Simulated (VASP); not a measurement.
Crystal: NaH.

```
CELL_PARAMETERS angstrom
0.00000 2.44000 2.44000
2.44000 0.00000 2.44000
2.44000 2.44000 0.00000
ATOMIC_POSITIONS crystal
Na 0.00000 0.00000 0.00000
H 0.50000 0.50000 0.50000
```

* Program: VASP 6.6.1
* Task: relaxation of cell and atoms
* Functional: PBEsol
* Potentials or basis: VASP PAW PBE potentials, release 64 (Na_pv, H)
* Cutoff: 500 eV
* k mesh: 8 × 8 × 8
* Occupations: gaussian, width 0.01 eV
* Spin: no spin polarisation

At the start: pressure -1.2 GPa; volume 14.53 Å³/atom.

Task: Where does the relaxation end?

Result: Over 4 steps the energy falls by 3.1 meV/atom and the volume is 13.75 Å³/atom (-5.4 %); space group Fm-3m (No. 225, to 0.1 Å) before and after.

The path:
| step | energy change (eV) | largest force (eV/Å) | pressure (GPa) | volume (Å³) |
| --- | --- | --- | --- | --- |
| 1 | 0.0000 | 0.0000 | -1.24 | 29.05 |
| 2 | -0.0031 | 0.0000 | -0.89 | 28.58 |
| 3 | -0.0062 | 0.0000 | -0.15 | 27.67 |
| 4 | -0.0062 | 0.0000 | 0.00 | 27.50 |

Final structure:
```cif
data_structure
_symmetry_space_group_name_H-M 'P 1'
_symmetry_Int_Tables_number 1
_cell_length_a 3.3879
_cell_length_b 3.3879
_cell_length_c 3.3879
_cell_angle_alpha 60.000
_cell_angle_beta 60.000
_cell_angle_gamma 60.000
_cell_volume 27.50
loop_
_atom_site_label
_atom_site_type_symbol
_atom_site_fract_x
_atom_site_fract_y
_atom_site_fract_z
_atom_site_occupancy
Na1 Na 0.00000 0.00000 0.00000 1
H1 H 0.50000 0.50000 0.50000 1
```

Caveat: the PAW data sets were made with another functional, which shifts forces and pressure a little.
